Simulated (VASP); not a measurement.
# Pr (Fd-3m) in VASP: single point with PBEsol

Aim: the single point of Pr with PBEsol.

Program: VASP 6.6.1. These are calculated values, not measurements. Logs are shortened: lines on timing, memory, paths and dates and some standing lists are left out, and cuts for length are marked.

## 1. The cell of the first run

The structure is cubic, space group Fd-3m (No. 227). Conventional cell: a = 5.870 Å, b = 5.870 Å, c = 5.870 Å, α = 90.00°, β = 90.00°, γ = 90.00°. Pr (site symmetry -43m) has 4 Pr at 2.54 Å within 3.4 Å.

## 2. Single point, PBEsol

INCAR

```
PREC     = Accurate       # precision mode
ENCUT    = 520            # plane-wave cutoff, eV
EDIFF    = 1E-6           # SCF threshold, eV
ISMEAR   = -1             # smearing method
SIGMA    = 0.13605693000000002 # smearing width, eV
LREAL    = False          # projectors in reciprocal space
LASPH    = True           # aspherical terms in the spheres
NELM     = 60             # most SCF steps
ALGO     = Normal         # electronic algorithm
ISIF     = 2              # what is computed and relaxed
LWAVE    = False          # write WAVECAR
LCHARG   = False          # write CHGCAR
GGA      = PS             # functional
NBANDS   = 20             # bands
```

KPOINTS

```
regular mesh
0
Gamma
  8 8 8
```

POSCAR

```
Pr
1.0
    0.0000000000      2.9347774684      2.9347774684
    2.9347774684      0.0000000000      2.9347774684
    2.9347774684      2.9347774684      0.0000000000
Pr
2
Direct
    0.0000000000      0.0000000000      0.0000000000
    0.2500000000      0.2500000000      0.2500000000
```

Potentials or basis: VASP PAW PBE potentials, release 64 (Pr).

On the command line:

```sh
$ cat potpaw_PBE.64/Pr/POTCAR > POTCAR
$ mpirun -np 1 vasp_std > vasp.out
```

OUTCAR:

```text
PREC = Accurate
   ENCUT = 520
   EDIFF = 1E-6
   ISMEAR = -1
   LREAL = False
   LASPH = True
   NELM = 60
   ISIF = 2
   GGA = PS

 ion  position               nearest neighbor table
   1  0.000  0.000  0.000-   2 2.54   2 2.54   2 2.54   2 2.54
   2  0.250  0.250  0.250-   1 2.54   1 2.54   1 2.54   1 2.54

  LATTYP: Found a face centered cubic cell.
 ALAT       =     5.8695549368

  Lattice vectors:

 A1 = (   0.0000000000,   2.9347774684,   2.9347774684)
 A2 = (   2.9347774684,   0.0000000000,   2.9347774684)
 A3 = (   2.9347774684,   2.9347774684,   0.0000000000)

Analysis of symmetry for initial positions (statically):
=====================================================================
 Subroutine PRICEL returns:
 Original cell was already a primitive cell.

 Routine SETGRP: Setting up the symmetry group for a
 face centered cubic supercell.

 Subroutine GETGRP returns: Found 48 space group operations
 (whereof 24 operations were pure point group operations)
 out of a pool of 48 trial point group operations.

The static configuration has the point symmetry T_d .
 The point group associated with its full space group is O_h .

Analysis of symmetry for dynamics (positions and initial velocities):
=====================================================================
 Subroutine PRICEL returns:
 Original cell was already a primitive cell.

 Routine SETGRP: Setting up the symmetry group for a
 face centered cubic supercell.

 Subroutine GETGRP returns: Found 48 space group operations
 (whereof 24 operations were pure point group operations)
 out of a pool of 48 trial point group operations.

The dynamic configuration has the point symmetry T_d .
 The point group associated with its full space group is O_h .

 Subroutine INISYM returns: Found 48 space group operations
 (whereof 24 operations are pure point group operations),
 and found     1 'primitive' translations

----------------------------------------------------------------------------------------

                                     Primitive cell

  volume of cell :      50.5540

  direct lattice vectors                    reciprocal lattice vectors
     0.000000000  2.934777468  2.934777468    -0.170370669  0.170370669  0.170370669
     2.934777468  0.000000000  2.934777468     0.170370669 -0.170370669  0.170370669
[... 78 lines left out ...]
   ICHARG =      2    charge: 1-file 2-atom 10-const
   ISPIN  =      1    spin polarized calculation?
   LNONCOLLINEAR =      F non collinear calculations
   LSORBIT =      F    spin-orbit coupling
   LASPH  =      T    aspherical Exc in radial PAW
   ENCUT  =  520.0 eV  38.22 Ry    6.18 a.u.   7.72  7.72  7.72*2*pi/ulx,y,z
   NELM   =     60;   NELMIN=  2; NELMDL= -5     # of ELM steps
   EDIFF  = 0.1E-05   stopping-criterion for ELM
   LREAL  =      F    real-space projection
   EDIFFG = 0.1E-04   stopping-criterion for IOM
   NSW    =      0    number of steps for IOM
   IBRION =     -1    ionic relax: 0-MD 1-quasi-New 2-CG
   NFREE  =      0    steps in history (QN), initial steepest desc. (CG)
   ISIF   =      2    stress and relaxation
   ISYM   =      2    0-nonsym 1-usesym 2-fastsym
   POTIM  = 0.5000    time-step for ionic-motion
   TEBEG  =    0.0;   TEEND  =   0.0 temperature during run
   PSTRESS=    0.0 pullay stress
   NELECT =      26.0000    total number of electrons
   NUPDOWN=      -1.0000    fix difference up-down
   EMIN   =  10.00;   EMAX   =-10.00  energy-range for DOS
   EFERMI =   0.00;   METHOD = LEGACY
   ISMEAR =    -1;   SIGMA  =   0.14  broadening in eV -4-tet -1-fermi 0-gaus
   EFERMI_NEDOS =   21; number of points for ismear=-14 and -15
   IALGO  =     38    algorithm
   IMIX   =      4    mixing-type and parameters
     AMIX     =   0.40;   BMIX     =  1.00
     AMIX_MAG =   1.60;   BMIX_MAG =  1.00
  volume/ion in A,a.u.               =      25.28       170.58
  Fermi-wavevector in a.u.,A,eV,Ry     =   1.311638  2.478637 23.407397  1.720395
  Thomas-Fermi vector in A             =   2.442086
   LORBIT       =      0    0 simple, 1 ext, 2 COOP (PROOUT), +10 PAW based schemes
   GGA     = PS    functional components
   LHFCALC =     F    Hartree Fock is set to
   AEXX    =    0.0000 exact exchange contribution
   IVDW    =     0    specifies the selected vdW correction
   LEPSILON=     F    determine dielectric tensor
   LRPA    =     F    only Hartree local field effects (RPA)
 non-spin polarized calculation
  energy-cutoff  :      520.00
  volume of cell :       50.55
 maximum number of plane-waves:      1380
   NGX = 15   NGY = 15   NGZ = 15

 number of electron      25.9999997 magnetization

 Free energy of the ion-electron system (eV)
  ---------------------------------------------------
  ext. energy  EPLUGINS =         0.00000000
  ---------------------------------------------------
  free energy    TOTEN  =       -11.66646990 eV

  energy without entropy =      -11.04412599  energy(sigma->0) =      -11.35529795

 E-fermi :   7.6623     XC(G=0): -11.2874

 val. band max:        7.6473966880   @ k =   0.2500   0.0000   0.0000
 cond. band min:       7.6650206542   @ k =  -0.1250   0.1250   0.0000
 fundamental gap:      0.0176239662
 Fermi energy:         7.6622637090

 k-point     1 :       0.0000    0.0000    0.0000
  band No.  band energies     occupation
      1     -29.2244      2.00000
      2     -25.7362      2.00000
      3     -11.6336      2.00000
      4     -11.6336      2.00000
      5     -11.6336      2.00000
      6      -8.2904      2.00000
[... 541 lines left out ...]
     19       8.7132      0.00088
     20       8.8518      0.00032

 [... further k-points ...]

------------------------ aborting loop because EDIFF is reached ----------------------------------------

  FORCE on cell =-STRESS in cart. coord.  units (eV):
  Direction    XX          YY          ZZ          XY          YZ          ZX
  --------------------------------------------------------------------------------------
  -------------------------------------------------------------------------------------
  Total        0.0696435      0.0696435      0.0696435      0.0000000      0.0000000     -0.0000000
  in kB        2.2071678      2.2071678      2.2071678      0.0000000      0.0000000     -0.0000000
  external PRESSURE =       2.2071678 kB  Pullay stress =       0.0000000 kB

 VOLUME and BASIS-vectors are now :
 -----------------------------------------------------------------------------
  energy-cutoff  :      520.00
  volume of cell :       50.55
      direct lattice vectors                 reciprocal lattice vectors
     0.000000000  2.934777468  2.934777468    -0.170370669  0.170370669  0.170370669
     2.934777468  0.000000000  2.934777468     0.170370669 -0.170370669  0.170370669
     2.934777468  2.934777468  0.000000000     0.170370669  0.170370669 -0.170370669

 POSITION                                       TOTAL-FORCE (eV/Angst)
 -----------------------------------------------------------------------------------
      0.00000      0.00000      0.00000        -0.000000     -0.000000     -0.000000
      1.46739      1.46739      1.46739         0.000000      0.000000      0.000000
 -----------------------------------------------------------------------------------
    total drift:                               -0.000000      0.000000      0.000000

  FREE ENERGIE OF THE ION-ELECTRON SYSTEM (eV)
  ---------------------------------------------------
  free  energy   TOTEN  =       -11.6664699021 eV

  energy  without entropy=      -11.0441259916  energy(sigma->0) =      -11.35529795
```

Run time: 23 s. Hardware: 1 thread of Intel Xeon 6975P-C (Granite Rapids), shared host; peak memory 0.18 GiB.

What came out:

* Free energy: -11.6665 eV
* Pressure: 0.2 GPa
* Band gap on the k mesh: zero (band 13 reaches 7.82 eV, above the bottom of band 14 at 7.33 eV)

Caveat: the PAW data sets were made with another functional, which shifts forces and pressure a little; spin-orbit coupling is left out, which moves the levels of the heavy elements. Spin polarisation is off, so any magnetic state and its effect on volume and gap are missing.
